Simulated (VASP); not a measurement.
# BN (a cell with a defect) in VASP: electric field gradients with PBE

Aim: the electric field gradients of BN (a cell with a defect) with PBE.

Everything below comes from runs of VASP 6.6.1. Logs are shortened: lines on timing, memory, paths and dates and some standing lists are left out, and cuts for length are marked.

## Step 1: The cell of the first run

The cell holds a defect, 34 atoms: a = 7.465 Å, b = 7.465 Å, c = 6.495 Å, α = 90.00°, β = 90.00°, γ = 120.00°.

## Step 2: Electric field gradients, PBE, collinear spin

Contents of INCAR:

```
ALGO     = Normal         # electronic algorithm
EDIFF    = 1E-8           # SCF threshold, eV
ENCUT    = 520            # plane-wave cutoff, eV
GGA      = PE             # functional
GGA_COMPAT= False        
ISIF     = 2              # what is computed and relaxed
ISMEAR   = -1             # smearing method
ISPIN    = 2              # spin polarisation
KPAR     = 2            
LASPH    = True           # aspherical terms in the spheres
LCHARG   = False          # write CHGCAR
LEFG     = True         
LORBIT   = 11             # projections on sites
LREAL    = False          # projectors in reciprocal space
LWAVE    = False          # write WAVECAR
MAGMOM   = 0 0 0 0.01 0 0 0 0 0 0 0 0 0 0 0.01 0 0 0 0 0.03 0 0.01 0 0 0.26 0 0.01 0 0 0 0.25 0 0.01 0 # initial moments
NBANDS   = 95             # bands
NCORE    = 2            
NELECT   = 135.0        
NELM     = 200            # most SCF steps
NUPDOWN  = 1.0            # fixed moment
PREC     = Accurate       # precision mode
SIGMA    = 0.01           # smearing width, eV
```

Contents of KPOINTS:

```
Automatic mesh
0
Gamma
  2 2 2
  0.5 0.5 0.5
```

Contents of POSCAR:

```
BN
1.0
    7.4650312844      0.0000000000      0.0000000000
   -3.7325156422      6.4649067324      0.0000000000
    0.0000000000      0.0000000000      6.4954828762
B N
17 17
Direct
    0.1122060349      0.2236321399      0.2497168462
    0.1692865588      0.0847552812      0.7493468494
    0.1118565892      0.5559219358      0.2496107850
    0.2286418693      0.4515420342      0.7498759917
    0.1114880492      0.8891524992      0.2495625390
    0.2157672678      0.7708077653      0.7499218968
    0.4460527523      0.2244231084      0.2496206404
    0.5779693830      0.0860622618      0.7499902962
    0.4457017707      0.5560697674      0.2493631145
    0.4453592537      0.8891663336      0.2499865516
    0.5565172461      0.7715234036      0.7507102081
    0.7792091278      0.2236105813      0.2498292869
    0.8870848767      0.1115753617      0.7499497005
    0.7780201949      0.5560536536      0.2492733578
    0.8833981643      0.4509837889      0.7494027446
    0.7784526123      0.8892260691      0.2495682332
    0.8732993602      0.7683025926      0.7495713512
    0.1125859855      0.2281400796      0.7495539533
    0.2227872565      0.1122191146      0.2497940596
    0.1085016663      0.5544788815      0.7497089589
    0.2227223648      0.4455027153      0.2496062093
    0.1083565015      0.8836687547      0.7496430927
    0.2227801490      0.7788859765      0.2496964675
    0.5561377819      0.1123251367      0.2500630094
    0.4436456386      0.5593892124      0.7510398915
    0.5560763360      0.4456177461      0.2490295541
    0.4373214517      0.8850693837      0.7505759932
    0.5562053477      0.7790409933      0.2498163655
    0.7796942672      0.2275554215      0.7497623020
    0.8895359452      0.1123386454      0.2498181668
    0.7739200094      0.5561025515      0.7478645471
    0.8894276185      0.4455483467      0.2494637624
    0.7779615320      0.8932976908      0.7503835748
    0.8894447182      0.7789845399      0.2489592020
```

Potentials or basis: VASP PAW PBE potentials, release 64 (B, N).

Launch:

```
$ cat potpaw_PBE.64/B/POTCAR potpaw_PBE.64/N/POTCAR > POTCAR
$ mpirun -np 4 vasp_std > vasp.out
```

OUTCAR:

```text
EDIFF = 1E-8
   ENCUT = 520
   GGA = PE
   ISIF = 2
   ISMEAR = -1
   ISPIN = 2
   LASPH = True
   LORBIT = 11
   LREAL = False
   NELECT = 135.0
   NELM = 200
   NUPDOWN = 1.0
   PREC = Accurate

 ion  position               nearest neighbor table
   1  0.112  0.224  0.250-  21 1.43  19 1.44  30 1.44
   2  0.169  0.085  0.749-  22 1.33  18 1.33
   3  0.112  0.556  0.250-  21 1.43  32 1.44  23 1.44
   4  0.229  0.452  0.750-  25 1.39  20 1.44  18 1.44
   5  0.111  0.889  0.250-  23 1.43  34 1.44  19 1.44
   6  0.216  0.771  0.750-  20 1.40  22 1.42  27 1.43
   7  0.446  0.224  0.250-  26 1.43  24 1.44  19 1.44
   8  0.578  0.086  0.750-  27 1.33  29 1.34
   9  0.446  0.556  0.249-  26 1.43  28 1.44  21 1.44
  10  0.445  0.889  0.250-  28 1.43  23 1.44  24 1.44
  11  0.557  0.772  0.751-  25 1.37  33 1.43  27 1.50
  12  0.779  0.224  0.250-  30 1.43  32 1.43  24 1.44
  13  0.887  0.112  0.750-  33 1.41  29 1.44  18 1.46
  14  0.778  0.556  0.249-  32 1.43  26 1.43  34 1.44
[... 8 lines left out ...]
  23  0.223  0.779  0.250-   5 1.43  10 1.44   3 1.44
  24  0.556  0.112  0.250-   7 1.44  12 1.44  10 1.44
  25  0.444  0.559  0.751-  11 1.37   4 1.39
  26  0.556  0.446  0.249-   9 1.43   7 1.43  14 1.43
  27  0.437  0.885  0.751-   8 1.33   6 1.43  11 1.50
  28  0.556  0.779  0.250-  10 1.43  16 1.44   9 1.44
  29  0.780  0.228  0.750-   8 1.34  13 1.44  15 1.45
  30  0.890  0.112  0.250-  12 1.43   1 1.44  16 1.44
  31  0.774  0.556  0.748-  17 1.37  15 1.39
  32  0.889  0.446  0.249-  14 1.43  12 1.43   3 1.44
  33  0.778  0.893  0.750-  13 1.41  17 1.43  11 1.43
  34  0.889  0.779  0.249-  16 1.43   5 1.44  14 1.44

  LATTYP: Found a hexagonal cell.
 ALAT       =     7.4650312844
 C/A-ratio  =     0.8701213202

  Lattice vectors:

 A1 = (   7.4650312844,   0.0000000000,   0.0000000000)
 A2 = (  -3.7325156422,   6.4649067324,   0.0000000000)
 A3 = (   0.0000000000,   0.0000000000,   6.4954828762)

Analysis of symmetry for initial positions (statically):
=====================================================================
 Subroutine PRICEL returns:
 Original cell was already a primitive cell.

 Routine SETGRP: Setting up the symmetry group for a
 hexagonal supercell.

 Subroutine GETGRP returns: Found  1 space group operations
 (whereof  1 operations were pure point group operations)
 out of a pool of 24 trial point group operations.

The static configuration has the point symmetry C_1 .

Analysis of symmetry for dynamics (positions and initial velocities):
=====================================================================
 Subroutine PRICEL returns:
 Original cell was already a primitive cell.

 Routine SETGRP: Setting up the symmetry group for a
 hexagonal supercell.

 Subroutine GETGRP returns: Found  1 space group operations
 (whereof  1 operations were pure point group operations)
 out of a pool of 24 trial point group operations.

The dynamic configuration has the point symmetry C_1 .

Analysis of structural, dynamic, and magnetic symmetry:
=====================================================================
 Subroutine PRICEL returns:
 Original cell was already a primitive cell.

 Routine SETGRP: Setting up the symmetry group for a
 hexagonal supercell.

 Subroutine GETGRP returns: Found  1 space group operations
 (whereof  1 operations were pure point group operations)
 out of a pool of 24 trial point group operations.

The overall configuration has the point symmetry C_1 .

 Subroutine INISYM returns: Found  1 space group operations
 (whereof  1 operations are pure point group operations),
 and found     1 'primitive' translations

----------------------------------------------------------------------------------------

                                     Primitive cell

  volume of cell :     313.4768

[... 178 lines left out ...]
 Free energy of the ion-electron system (eV)
  ---------------------------------------------------
  ext. energy  EPLUGINS =         0.00000000
  ---------------------------------------------------
  free energy    TOTEN  =      -292.02671569 eV

  energy without entropy =     -292.02671569  energy(sigma->0) =     -292.02671569

 E-fermi :   2.5170     XC(G=0):  -9.8916

 val. band max:        2.3335579338   @ k =  -0.2500  -0.0000   0.2500
 cond. band min:       2.6950606403   @ k =   0.5000  -0.2500   0.2500
 fundamental gap:      0.3615027065
 Fermi energy:         2.5773198418

 spin component 1

 k-point     1 :       0.2500    0.2500    0.2500
  band No.  band energies     occupation
      1     -16.3353      1.00000
      2     -15.8924      1.00000
      3     -15.2848      1.00000
      4     -14.7426      1.00000
      5     -14.6019      1.00000
      6     -14.2394      1.00000
[... 973 lines left out ...]
     78       8.4578      0.00000
     79       8.7147      0.00000
 Fermi energy:         2.5170220119

 spin component 2

 k-point     1 :       0.2500    0.2500    0.2500
  band No.  band energies     occupation
      1     -16.3184      1.00000
      2     -15.8540      1.00000
      3     -15.2437      1.00000
      4     -14.7424      1.00000
      5     -14.5811      1.00000
      6     -14.2392      1.00000
[... 973 lines left out ...]
     78       8.4707      0.00000
     79       8.7312      0.00000
 [bands above 79 left out]

------------------------ aborting loop because EDIFF is reached ----------------------------------------

  FORCE on cell =-STRESS in cart. coord.  units (eV):
  Direction    XX          YY          ZZ          XY          YZ          ZX
  --------------------------------------------------------------------------------------
  -------------------------------------------------------------------------------------
  Total       18.7079018     22.3226976     -3.1133382     -1.2067280     -0.0054008      0.0008767
  in kB       95.6159458    114.0911402    -15.9122481     -6.1675777     -0.0276034      0.0044808
  external PRESSURE =      64.5982793 kB  Pullay stress =       0.0000000 kB

 VOLUME and BASIS-vectors are now :
 -----------------------------------------------------------------------------
  energy-cutoff  :      520.00
  volume of cell :      313.48
      direct lattice vectors                 reciprocal lattice vectors
     7.465031284  0.000000000  0.000000000     0.133957911  0.077340636  0.000000000
    -3.732515642  6.464906732  0.000000000     0.000000000  0.154681273  0.000000000
     0.000000000  0.000000000  6.495482876     0.000000000  0.000000000  0.153953142

 POSITION                                       TOTAL-FORCE (eV/Angst)
 -----------------------------------------------------------------------------------
      0.00291      1.44576      1.62203        -0.181277      0.097396     -0.001759
      0.94738      0.54793      4.86737        -0.143966     -0.221333      0.006316
     -1.23997      3.59398      1.62134        -0.190255      0.113147     -0.001798
      0.02143      2.91918      4.87081         0.313015     -0.027007      0.009266
     -2.48651      5.74829      1.62103        -0.157663      0.079102     -0.005411
     -1.26634      4.98320      4.87110         0.171743     -0.070394      0.001538
[... 26 lines left out ...]
      2.47326      5.77509      4.87410        -0.191720      0.120486     -0.002705
      3.73216      5.03606      1.61711         0.174880     -0.099543      0.013764
 -----------------------------------------------------------------------------------
    total drift:                               -0.000541     -0.000120      0.000009

  FREE ENERGIE OF THE ION-ELECTRON SYSTEM (eV)
  ---------------------------------------------------
  free  energy   TOTEN  =      -292.0267156890 eV

  energy  without entropy=     -292.0267156878  energy(sigma->0) =     -292.02671569

 Electric field gradients (V/A^2)
---------------------------------------------------------------------
 ion       V_xx      V_yy      V_zz      V_xy      V_xz      V_yz
---------------------------------------------------------------------
   1     -17.293   -18.250    35.543     0.157     0.006     0.033
   2      16.979   -31.504    14.525    42.622    -0.020     0.014
   3     -18.550   -17.322    35.872     0.401    -0.021    -0.027
   4     -21.844   -10.261    32.105    -3.875    -0.160    -0.120
   5     -18.649   -17.009    35.658    -0.008    -0.105    -0.073
   6     -10.007   -23.265    33.272     0.630    -0.109    -0.062
[... 26 lines left out ...]
  33       0.302     4.554    -4.856     0.145    -0.019    -0.099
  34      -2.878    -3.599     6.477     0.285    -0.017     0.049
---------------------------------------------------------------------

 Electric field gradients after diagonalization (V/A^2)
 (convention: |V_zz| > |V_xx| > |V_yy|)
----------------------------------------------------------------------
 ion       V_xx      V_yy      V_zz     asymmetry (V_yy - V_xx)/ V_zz
----------------------------------------------------------------------
   1     -18.276   -17.268    35.543       0.028
   2      41.771    14.525   -56.296       0.484
   3     -18.669   -17.203    35.872       0.041
   4     -23.022    -9.084    32.106       0.434
   5     -18.649   -17.009    35.658       0.046
   6     -23.295    -9.978    33.272       0.400
[... 26 lines left out ...]
  33       4.560     0.297    -4.857       0.878
  34      -3.698    -2.779     6.477       0.142
----------------------------------------------------------------------

           NMR quadrupolar parameters

 Cq : quadrupolar parameter    Cq=e*Q*V_zz/h
 eta: asymmetry parameters     (V_yy - V_xx)/ V_zz
 Q  : nuclear electric quadrupole moment in mb (millibarn)
----------------------------------------------------------------------
 ion       Cq(MHz)       eta       Q (mb)
----------------------------------------------------------------------
   1       0.086       0.028       1.000
   2      -0.136       0.484       1.000
   3       0.087       0.041       1.000
   4       0.078       0.434       1.000
   5       0.086       0.046       1.000
   6       0.080       0.400       1.000
[... 26 lines left out ...]
  33      -0.012       0.878       1.000
  34       0.016       0.142       1.000
----------------------------------------------------------------------

 total charge

# of ion       s       p       d       tot
------------------------------------------
    1        0.753   1.451   0.000   2.204
    2        0.828   1.338   0.000   2.166
    3        0.752   1.447   0.000   2.199
    4        0.751   1.453   0.000   2.204
    5        0.753   1.450   0.000   2.203
    6        0.756   1.472   0.000   2.229
[... 26 lines left out ...]
   33        1.232   2.831   0.000   4.063
   34        1.229   2.809   0.000   4.037
--------------------------------------------------
tot         33.924  71.772   0.000 105.696

 magnetization (x)

# of ion       s       p       d       tot
------------------------------------------
    1       -0.000  -0.000   0.000  -0.000
    2        0.002   0.007   0.000   0.009
    3        0.000  -0.000   0.000  -0.000
    4        0.003   0.011   0.000   0.014
    5       -0.000  -0.000   0.000  -0.000
    6       -0.000  -0.002   0.000  -0.002
[... 26 lines left out ...]
   33       -0.000   0.010   0.000   0.010
   34       -0.000  -0.000   0.000  -0.000
--------------------------------------------------
tot          0.098   0.681   0.000   0.779
```

It took 10 min on 4 MPI ranks of Intel Xeon Platinum 8488C (Sapphire Rapids), shared host; peak memory 0.47 GiB.

Results:

```
Free energy                                           : -292.0267 eV
Largest force                                         : 0.449 eV/Å
Net moment                                            : 1.00 μB per cell
Site moments                                          : B -0.00, +0.01, +0.00, -0.01 (each value once); N +0.00, +0.04, -0.00, +0.01, +0.34, +0.33 (each value once) μB
Largest electric field gradient by atom               : B +35.5, -56.3, +35.9, +32.1, +35.7, +33.3, +35.6, +36.2, +30.0, +31.2, +32.0, +35.8, +29.9 (each value once); N +18.1, +10.4, +8.7, +7.3, +24.8, +7.8, +10.5, +35.6, +5.2, +24.2, +6.5, +17.2, +7.7, +31.9, -4.9 (each value once) V/Å²
Valence electrons inside the program's atomic spheres : B 2.20, 2.17, 2.23, 2.15, 2.19 (each value once); N 4.07, 4.03, 4.04, 4.05, 3.88, 4.06 (each value once)
```

Forces in eV/Å, atoms in the order of the input:
```
B   -0.181  0.097 -0.002
B   -0.144 -0.221  0.006
B   -0.190  0.113 -0.002
B    0.313 -0.027  0.009
B   -0.158  0.079 -0.005
B    0.172 -0.070  0.002
B   -0.175  0.109  0.002
B    0.271 -0.139  0.003
B   -0.181  0.118  0.005
B   -0.187  0.095 -0.004
B    0.267 -0.230  0.000
B   -0.175  0.115 -0.002
B    0.278 -0.121  0.001
B   -0.176  0.108 -0.007
B    0.111  0.018 -0.017
B   -0.168  0.102 -0.002
B    0.115 -0.069 -0.016
N   -0.018 -0.054 -0.007
N    0.169 -0.087  0.000
N   -0.332  0.113  0.002
N    0.179 -0.102  0.002
N    0.007  0.201 -0.003
N    0.170 -0.085  0.004
N    0.181 -0.112 -0.002
N    0.021  0.046 -0.008
N    0.188 -0.119  0.009
N   -0.348  0.284 -0.009
N    0.166 -0.109 -0.002
N   -0.449 -0.008  0.005
N    0.167 -0.094  0.001
N   -0.058  0.144  0.021
N    0.182 -0.114  0.003
N   -0.192  0.120 -0.003
N    0.175 -0.100  0.014
```

Electric field gradients, principal values (V/Å²):
```tsv
atom	least	middle	greatest (by size)
1 B	-17.268	-18.276	35.543
2 B	14.525	41.771	-56.296
3 B	-17.203	-18.669	35.872
4 B	-9.084	-23.022	32.106
5 B	-17.009	-18.649	35.658
6 B	-9.978	-23.295	33.272
7 B	-16.444	-19.149	35.593
8 B	14.468	41.810	-56.279
9 B	-16.970	-19.250	36.220
10 B	-16.689	-18.947	35.636
11 B	-1.600	-28.397	29.997
12 B	-16.995	-18.525	35.520
13 B	-8.285	-22.877	31.162
14 B	-17.532	-18.696	36.228
15 B	-8.505	-23.449	31.954
16 B	-16.985	-18.799	35.784
17 B	-0.467	-29.413	29.880
18 N	-4.126	-13.988	18.114
19 N	-4.893	-5.534	10.427
20 N	-1.376	-7.338	8.714
21 N	-3.348	-3.973	7.321
22 N	-5.910	-18.849	24.759
23 N	-3.690	-4.095	7.785
24 N	-5.073	-5.389	10.462
25 N	-12.717	-22.878	35.595
26 N	-1.925	-3.238	5.162
27 N	-5.321	-18.886	24.206
28 N	-2.879	-3.591	6.470
29 N	-3.955	-13.271	17.226
30 N	-3.767	-3.971	7.738
31 N	-9.985	-21.895	31.880
32 N	-3.284	-4.015	7.299
33 N	0.297	4.560	-4.857
34 N	-2.779	-3.698	6.477
```

Caveat: the k points lie up to 0.49 Å⁻¹ apart; the cell carries a net charge on a neutralising background, which shifts energy and pressure; the cell is charged against a uniform background, so pressure and absolute levels hang on convention; without QUAD_EFG the Cq values of the log hold for a quadrupole moment of 1 mb, not for the nuclei; the total moment is fixed, so each spin has its own Fermi level.
